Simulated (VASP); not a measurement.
Here is a VASP 6.6.1 calculation.

POSCAR

```
Ti
1.0
    2.9351862666      0.0000000000      0.0000000000
   -1.4675931333      2.5419458717      0.0000000000
    0.0000000000      0.0000000000      4.6380487258
Ti
2
Direct
    0.3333333333      0.6666666667      0.2500000000
    0.6666666667      0.3333333333      0.7500000000
```

INCAR.step1

```
SYSTEM = Ti
  PREC = Accurate
  ENCUT = 600
  ISMEAR = -1
  SIGMA = 0.15
  LREAL = .False.
  LASPH = .True.
  NELM = 100
  GGA = PE
  ALGO = Normal
  EDIFF = 1E-4
  LWAVE = .True.
  LCHARG = .False.
```

Contents of INCAR.step2:

```
SYSTEM = Ti
  PREC = Accurate
  ENCUT = 600
  EDIFF = 1E-6
  ISMEAR = -1
  SIGMA = 0.15
  LREAL = .False.
  LASPH = .True.
  NELM = 100
  ALGO = Normal
  ISIF = 3
  LWAVE = .False.
  LCHARG = .False.
  METAGGA = R2SCAN
  LMIXTAU = .True.
  IBRION = 2
  NSW = 80
  EDIFFG = -0.001
  ISTART = 1
```

Contents of KPOINTS:

```
Automatic mesh
0
Gamma
  18 18 10
  0 0 0
```

Potentials or basis: VASP PAW PBE potentials, release 64 (Ti_sv).

Run with:

```bash
$ cat potpaw_PBE.64/Ti_sv/POTCAR > POTCAR
$ cp INCAR.step1 INCAR
$ mpirun -np 1 vasp_std > vasp.out
$ cp INCAR.step2 INCAR
$ mpirun -np 1 vasp_std > vasp.out
```

Q: Predict the relaxed volume.

A: 17.42 Å³/atom.

Q: What does it give for the band gap on the k mesh?

A: Zero (bands 12 and 13 overlap by 1.23 eV).

Step by step:
```csv
step,energy change (eV),largest force (eV/Å),pressure (GPa),volume (Å³)
1,0.0000,0.0000,0.81,34.60
2,-0.0002,0.0000,-0.62,35.04
3,-0.0006,0.0000,-0.01,34.85
4,-0.0006,0.0000,-0.01,34.84
5,-0.0006,0.0000,0.04,34.83
6,-0.0006,0.0000,0.04,34.84
7,-0.0006,0.0000,0.02,34.84
8,-0.0006,0.0000,0.02,34.84
9,-0.0006,0.0000,0.02,34.84
10,-0.0006,0.0000,0.02,34.84
11,-0.0006,0.0000,0.02,34.84
12,-0.0006,0.0000,0.02,34.84
13,-0.0006,0.0000,0.02,34.84
14,-0.0006,0.0000,-0.04,34.85
15,-0.0006,0.0000,0.03,34.84
16,-0.0006,0.0000,0.01,34.85
```

Caveat: the PAW data sets were made with another functional, which shifts forces and pressure a little. Zero-point motion and thermal expansion aren't in these numbers.
